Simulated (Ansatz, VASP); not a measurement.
## Two plane-wave programs on TeW

```
W Te
1.0
     3.86196    0.00000    0.00000
     0.00000    3.86196    0.00000
     0.00000    0.00000    6.68883
W Te
2 2
Direct
  0.00000 0.00000 0.00000
  0.50000 0.50000 0.00000
  0.50000 0.00000 0.29113
  0.00000 0.50000 0.70887
```

Alike in both runs: functional PBEsol; k mesh 8 × 8 × 6; occupations gaussian, width 0.05 eV; collinear spin.

Ansatz relaxed the structure, and its values are those at the end. VASP's run is a single point on that final structure, the one shown.

|  | VASP | Ansatz |
| --- | --- | --- |
| version | VASP 6.6.1 | Ansatz 0.2.0 |
| potentials or method | VASP PAW PBE potentials, release 64 (W_sv, Te), cutoff 520 eV | scalar-relativistic, plane waves, PAW |
| valence electrons in the cell | 40 | 60 |

|  | VASP | Ansatz | Ansatz less VASP |
| --- | --- | --- | --- |
| gap on the k mesh at the Fermi level (eV) | none | none | - |
| pressure (GPa) | 0.2 | 0.0 | -0.24 |
| rms of the force components (eV/Å) | 0.020 | 0.001 | -0.0195 |
| net moment per atom (μB) | 0.00 | 0.00 | 0.000 |

VASP's potentials were made for PBE, not for PBEsol. A gap of «none» marks a metal or a gap that the smearing closes. VASP's potentials hold 40 valence electrons a cell and Ansatz's 60, so a difference there can come from the potentials and not from the codes. Ansatz's warnings: seeded moment not kept.

Spin-orbit coupling is off throughout.
